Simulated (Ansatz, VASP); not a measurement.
**Two plane-wave programs on Zn**

```
Zn
1.0
     0.00000    1.92391    1.92391
     1.92391    0.00000    1.92391
     1.92391    1.92391    0.00000
Zn
1
Direct
  0.00000 0.00000 0.00000
```

Alike in both runs: functional PBE; dispersion D3(BJ); k mesh 18 × 18 × 18; occupations gaussian, width 0.1 eV; no spin polarisation.

Ansatz relaxed the structure, and its values are those at the end. VASP's run is a single point on that final structure, the one shown.

|  | VASP | Ansatz |
| --- | --- | --- |
| version | VASP 6.6.1 | Ansatz 0.2.0 |
| potentials or method | VASP PAW PBE potentials, release 64 (Zn), cutoff 520 eV | scalar-relativistic, plane waves, PAW |
| valence electrons in the cell | 12 | 12 |

|  | VASP | Ansatz | Ansatz less VASP |
| --- | --- | --- | --- |
| gap on the k mesh at the Fermi level (eV) | none | none | - |
| pressure (GPa) | 0.5 | 0.0 | -0.51 |

A gap of «none» marks a metal or a gap that the smearing closes.
